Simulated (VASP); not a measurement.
Wanted: the native input for a VASP 6.6.1 run.

```yaml
Task: single point
Functional: LDA
Potentials_or_basis: VASP PAW LDA potentials, release 64 (Rb_sv, Cl)
Cutoff: 500 eV
k_mesh: 2 × 2 × 2
Occupations: gaussian, width 0.01 eV
Spin: no spin polarisation
Dipole_correction: no
Further_INCAR_settings: ALGO = Normal; EDIFF = 1e-06; NBANDS = 15
```

The structure of RbCl lies in POSCAR:

```
RbCl
1.0
    0.0000000000      3.3057264139      3.3057264139
    3.3057264139      0.0000000000      3.3057264139
    3.3057264139      3.3057264139      0.0000000000
Rb Cl
1 1
Direct
    0.0000000000      0.0000000000      0.0000000000
    0.5000000000      0.5000000000      0.5000000000
```

The input as run:

INCAR

```
SYSTEM = RbCl
PREC = Accurate ; ENCUT = 500
EDIFF = 1E-6 ; ISMEAR = 0
SIGMA = 0.01 ; LREAL = .FALSE.
LASPH = .TRUE. ; NELM = 120
ALGO = Normal ; ISIF = 2
LWAVE = .FALSE. ; LCHARG = .TRUE.
GGA = CA ; LELF = .TRUE.
LVHAR = .TRUE. ; NBANDS = 15
GGA_COMPAT = .FALSE.
```

KPOINTS

```
regular mesh
0
G
  2 2 2
  0 0 0
```

Potentials or basis: VASP PAW LDA potentials, release 64 (Rb_sv, Cl).

Command:

```bash
$ cat potpaw_LDA.64/Rb_sv/POTCAR potpaw_LDA.64/Cl/POTCAR > POTCAR
$ mpirun -np 1 vasp_std > vasp.out
```

Results of the run:

```
Pressure               : -1.5 GPa
Band gap on the k mesh : 4.48 eV
```

Caveat: the k points lie up to 0.82 Å⁻¹ apart.

Run time: 8.6 s on 1 thread of Intel Xeon 8259CL, on a shared host, peak memory 0.16 GiB.
